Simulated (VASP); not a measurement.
# Cu4O (I-43m) in VASP: single point with PBE

Aim: the single point of Cu4O with PBE.

Program: VASP 6.6.1. These are calculated values, not measurements. Logs are shortened: lines on timing, memory, paths and dates and some standing lists are left out, and cuts for length are marked.

### Step 1. The cell of the first run

Symmetry: I-43m, No. 217, cubic system. The conventional cell has a = 5.060 Å, b = 5.060 Å, c = 5.060 Å, α = 90.00°, β = 90.00°, γ = 90.00°. Cu (site symmetry 3m) has 2 O at 2.08 to 2.30 Å and 6 Cu at 2.54 Å within 2.8 Å. O (site symmetry -43m) has 8 Cu at 2.08 to 2.30 Å within 2.8 Å.

### Step 2. Single point, PBE

File INCAR:

```
SYSTEM = Cu4O
PREC = Accurate
ENCUT = 520
EDIFF = 1E-6
ISMEAR = 0
SIGMA = 0.1
LREAL = .FALSE.
LASPH = .TRUE.
NELM = 100
ALGO = Normal
ISIF = 2
LWAVE = .FALSE.
LCHARG = .FALSE.
GGA = PE
NBANDS = 33
```

File KPOINTS:

```
Automatic mesh
0
G
  10 10 10
  0 0 0
```

File POSCAR:

```
Cu4O
1.0
   -2.5301449296      2.5301449296      2.5301449296
    2.5301449296     -2.5301449296      2.5301449296
    2.5301449296      2.5301449296     -2.5301449296
Cu O
4 1
Direct
    0.0000000000      0.0000000000      0.5250694048
    0.5250694048      0.0000000000      0.0000000000
    0.0000000000      0.5250694048      0.0000000000
    0.4749305952      0.4749305952      0.4749305952
    0.0000000000      0.0000000000      0.0000000000
```

Potentials or basis: VASP PAW PBE potentials, release 64 (Cu, O).

The run is started by

```sh
$ cat potpaw_PBE.64/Cu/POTCAR potpaw_PBE.64/O/POTCAR > POTCAR
$ mpirun -np 1 vasp_std > vasp.out
```

OUTCAR:

```text
SYSTEM = Cu4O
   PREC = Accurate
   ENCUT = 520
   EDIFF = 1E-6
   ISMEAR = 0
   LREAL = .FALSE.
   LASPH = .TRUE.
   NELM = 100
   ISIF = 2
   GGA = PE

 ion  position               nearest neighbor table
   1  0.000  0.000  0.525-   5 2.08   5 2.30   4 2.54   2 2.54   2 2.54   3 2.54   3 2.54   4 2.54

   2  0.525  0.000  0.000-   5 2.08   5 2.30   4 2.54   3 2.54   4 2.54   1 2.54   3 2.54   1 2.54

   3  0.000  0.525  0.000-   5 2.08   5 2.30   4 2.54   2 2.54   1 2.54   2 2.54   1 2.54   4 2.54

   4  0.475  0.475  0.475-   5 2.08   5 2.30   3 2.54   2 2.54   1 2.54   2 2.54   3 2.54   1 2.54

   5  0.000  0.000  0.000-   1 2.08   2 2.08   3 2.08   4 2.08   3 2.30   1 2.30   2 2.30   4 2.30

  LATTYP: Found a body centered cubic cell.
 ALAT       =     5.0602898592

  Lattice vectors:

 A1 = (  -2.5301449296,   2.5301449296,   2.5301449296)
 A2 = (   2.5301449296,  -2.5301449296,   2.5301449296)
 A3 = (   2.5301449296,   2.5301449296,  -2.5301449296)

Analysis of symmetry for initial positions (statically):
=====================================================================
 Subroutine PRICEL returns:
 Original cell was already a primitive cell.

 Routine SETGRP: Setting up the symmetry group for a
 body centered cubic supercell.

 Subroutine GETGRP returns: Found 24 space group operations
 (whereof 24 operations were pure point group operations)
 out of a pool of 48 trial point group operations.

The static configuration has the point symmetry T_d .

Analysis of symmetry for dynamics (positions and initial velocities):
=====================================================================
 Subroutine PRICEL returns:
 Original cell was already a primitive cell.

 Routine SETGRP: Setting up the symmetry group for a
 body centered cubic supercell.

 Subroutine GETGRP returns: Found 24 space group operations
 (whereof 24 operations were pure point group operations)
 out of a pool of 48 trial point group operations.

The dynamic configuration has the point symmetry T_d .

 Subroutine INISYM returns: Found 24 space group operations
 (whereof 24 operations are pure point group operations),
 and found     1 'primitive' translations

----------------------------------------------------------------------------------------

                                     Primitive cell

  volume of cell :      64.7882

  direct lattice vectors                    reciprocal lattice vectors
[... 96 lines left out ...]
   NSW    =      0    number of steps for IOM
   IBRION =     -1    ionic relax: 0-MD 1-quasi-New 2-CG
   NFREE  =      0    steps in history (QN), initial steepest desc. (CG)
   ISIF   =      2    stress and relaxation
   ISYM   =      2    0-nonsym 1-usesym 2-fastsym
   POTIM  = 0.5000    time-step for ionic-motion
   TEBEG  =    0.0;   TEEND  =   0.0 temperature during run
   PSTRESS=    0.0 pullay stress
   NELECT =      50.0000    total number of electrons
   NUPDOWN=      -1.0000    fix difference up-down
   EMIN   =  10.00;   EMAX   =-10.00  energy-range for DOS
   EFERMI =   0.00;   METHOD = LEGACY
   ISMEAR =     0;   SIGMA  =   0.10  broadening in eV -4-tet -1-fermi 0-gaus
   EFERMI_NEDOS =   21; number of points for ismear=-14 and -15
   IALGO  =     38    algorithm
   IMIX   =      4    mixing-type and parameters
     AMIX     =   0.40;   BMIX     =  1.00
     AMIX_MAG =   1.60;   BMIX_MAG =  1.00
  volume/ion in A,a.u.               =      12.96        87.44
  Fermi-wavevector in a.u.,A,eV,Ry     =   1.501641  2.837690 30.680125  2.254926
  Thomas-Fermi vector in A             =   2.612985
   LORBIT       =      0    0 simple, 1 ext, 2 COOP (PROOUT), +10 PAW based schemes
   GGA     = PE    functional components
   LHFCALC =     F    Hartree Fock is set to
   AEXX    =    0.0000 exact exchange contribution
   IVDW    =     0    specifies the selected vdW correction
   LEPSILON=     F    determine dielectric tensor
   LRPA    =     F    only Hartree local field effects (RPA)
 non-spin polarized calculation
 Gauss-broadening in eV      SIGMA  =   0.10
  energy-cutoff  :      520.00
  volume of cell :       64.79
 maximum number of plane-waves:      1766
 NGX is ok and might be reduce to    36
   NGX = 17   NGY = 17   NGZ = 17

 number of electron      49.9999993 magnetization

 Free energy of the ion-electron system (eV)
  ---------------------------------------------------
  ext. energy  EPLUGINS =         0.00000000
  ---------------------------------------------------
  free energy    TOTEN  =       -18.58745194 eV

  energy without entropy =      -18.58451439  energy(sigma->0) =      -18.58598317

 E-fermi :   5.6835     XC(G=0): -11.5504

 val. band max:        5.6340621765   @ k =  -0.4000   0.4000   0.4000
 cond. band min:       5.7565569328   @ k =  -0.4000   0.5000   0.3000
 fundamental gap:      0.1224947563
 Fermi energy:         5.6834847189

 k-point     1 :       0.0000    0.0000    0.0000
  band No.  band energies     occupation
      1     -14.0995      2.00000
      2      -0.7188      2.00000
      3       0.1622      2.00000
      4       0.1622      2.00000
      5       0.1622      2.00000
      6       1.7180      2.00000
[... 853 lines left out ...]
     32      14.5642      0.00000
     33      15.3577      0.00000

 [... further k-points ...]

------------------------ aborting loop because EDIFF is reached ----------------------------------------

  FORCE on cell =-STRESS in cart. coord.  units (eV):
  Direction    XX          YY          ZZ          XY          YZ          ZX
  --------------------------------------------------------------------------------------
  -------------------------------------------------------------------------------------
  Total        0.1245340      0.1245340      0.1245340      0.0000000     -0.0000000      0.0000000
  in kB        3.0796568      3.0796568      3.0796568      0.0000000     -0.0000000      0.0000000
  external PRESSURE =       3.0796568 kB  Pullay stress =       0.0000000 kB

 VOLUME and BASIS-vectors are now :
 -----------------------------------------------------------------------------
  energy-cutoff  :      520.00
  volume of cell :       64.79
      direct lattice vectors                 reciprocal lattice vectors
    -2.530144930  2.530144930  2.530144930     0.000000000  0.197617138  0.197617138
     2.530144930 -2.530144930  2.530144930     0.197617138  0.000000000  0.197617138
     2.530144930  2.530144930 -2.530144930     0.197617138  0.197617138  0.000000000

 POSITION                                       TOTAL-FORCE (eV/Angst)
 -----------------------------------------------------------------------------------
      1.32850      1.32850     -1.32850        -0.013718     -0.013718      0.013718
     -1.32850      1.32850      1.32850         0.013718     -0.013718     -0.013718
      1.32850     -1.32850      1.32850        -0.013718      0.013718     -0.013718
      1.20164      1.20164      1.20164         0.013718      0.013718      0.013718
      0.00000      0.00000      0.00000         0.000000     -0.000000     -0.000000
 -----------------------------------------------------------------------------------
    total drift:                                0.000003      0.000003      0.000002

  FREE ENERGIE OF THE ION-ELECTRON SYSTEM (eV)
  ---------------------------------------------------
  free  energy   TOTEN  =       -18.5874519392 eV

  energy  without entropy=      -18.5845143946  energy(sigma->0) =      -18.58598317
```

OSZICAR:

```text
N       E                     dE             d eps       ncg     rms          rms(c)
DAV:   1     0.423607291601E+03    0.42361E+03   -0.22183E+04  3110   0.250E+03
DAV:   2     0.338806006247E+02   -0.38973E+03   -0.37308E+03  3104   0.426E+02
DAV:   3    -0.200855736683E+02   -0.53966E+02   -0.49355E+02  3922   0.189E+02
DAV:   4    -0.225963104473E+02   -0.25107E+01   -0.24629E+01  4497   0.463E+01
DAV:   5    -0.226157175323E+02   -0.19407E-01   -0.19396E-01  4325   0.430E+00    0.156E+01
DAV:   6    -0.217074658032E+02    0.90825E+00   -0.40658E+01  3910   0.125E+02    0.125E+01
DAV:   7    -0.185483329648E+02    0.31591E+01   -0.10452E+01  3852   0.719E+01    0.167E+00
DAV:   8    -0.186123321547E+02   -0.63999E-01   -0.12251E+00  3992   0.904E+00    0.873E-01
DAV:   9    -0.185900819369E+02    0.22250E-01   -0.33480E-02  4592   0.232E+00    0.412E-01
DAV:  10    -0.185891089273E+02    0.97301E-03   -0.73091E-03  3860   0.846E-01    0.307E-01
DAV:  11    -0.185880061400E+02    0.11028E-02   -0.13092E-02  4043   0.131E+00    0.201E-01
DAV:  12    -0.185875037698E+02    0.50237E-03   -0.20654E-03  4264   0.528E-01    0.748E-02
DAV:  13    -0.185874589515E+02    0.44818E-04   -0.58729E-04  4585   0.272E-01    0.239E-02
DAV:  14    -0.185874536385E+02    0.53130E-05   -0.24595E-05  4046   0.527E-02    0.105E-02
DAV:  15    -0.185874521806E+02    0.14579E-05   -0.14626E-05  3824   0.340E-02    0.575E-03
DAV:  16    -0.185874519392E+02    0.24141E-06   -0.89786E-07  1893   0.111E-02
   1 F= -.18587452E+02 E0= -.18585983E+02  d E =-.293754E-02
```

Run time: 2.8 min. Hardware: 1 thread of AMD EPYC 7R43 (Zen 3), shared host; peak memory 0.2 GiB.

What came out:

```yaml
Free_energy: -18.5875 eV
Pressure: 0.3 GPa
Largest_force: 0.024 eV/Å
Band_gap_on_the_k_mesh: zero (band 25 reaches 6.01 eV, above the bottom of band 26 at 4.89 eV)
```

Forces on the atoms (eV/Å):
```
Cu  -0.014 -0.014  0.014
Cu   0.014 -0.014 -0.014
Cu  -0.014  0.014 -0.014
Cu   0.014  0.014  0.014
O    0.000  0.000  0.000
```
